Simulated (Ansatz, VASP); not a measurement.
# Two plane-wave programs on W12O

```
W O
1.0
     5.51409    0.00000    0.00000
    -1.83803    5.19873    0.00000
     0.00000    0.00000   21.35601
W O
12 1
Direct
  0.25000 0.25000 0.18730
  0.25000 0.75000 0.18730
  0.75000 0.25000 0.18730
  0.75000 0.75000 0.18730
  0.00000 0.00000 0.28929
  0.00000 0.50000 0.28929
  0.50000 0.00000 0.28929
  0.50000 0.50000 0.28929
  0.25000 0.25000 0.39127
  0.25000 0.75000 0.39127
  0.75000 0.25000 0.39127
  0.75000 0.75000 0.39127
  0.41667 0.41667 0.57998
```

Alike in both runs: task single point; functional PBE; k mesh 5 × 5 × 1; occupations gaussian, width 0.1 eV; no spin polarisation.

|  | VASP | Ansatz |
| --- | --- | --- |
| version | VASP 6.6.1 | Ansatz 0.2.0 |
| potentials or method | VASP PAW PBE potentials, release 64 (W_sv, O), cutoff 520 eV | scalar-relativistic, plane waves, PAW |
| valence electrons in the cell | 174 | 174 |

Ansatz gave:

* gap on the k mesh at the Fermi level (eV): none
* rms of the force components (eV/Å): 0.107

**Question.** Estimate VASP's values.

**Answer.** gap on the k mesh at the Fermi level (eV): none; rms of the force components (eV/Å): 0.112.

Atom by atom the forces differ by 0.014 eV/Å (rms over components). A gap of «none» marks a metal or a gap that the smearing closes. The functional is the same, so the differences come from potentials, cutoffs and numerics.

Neither program's run includes spin-orbit coupling.
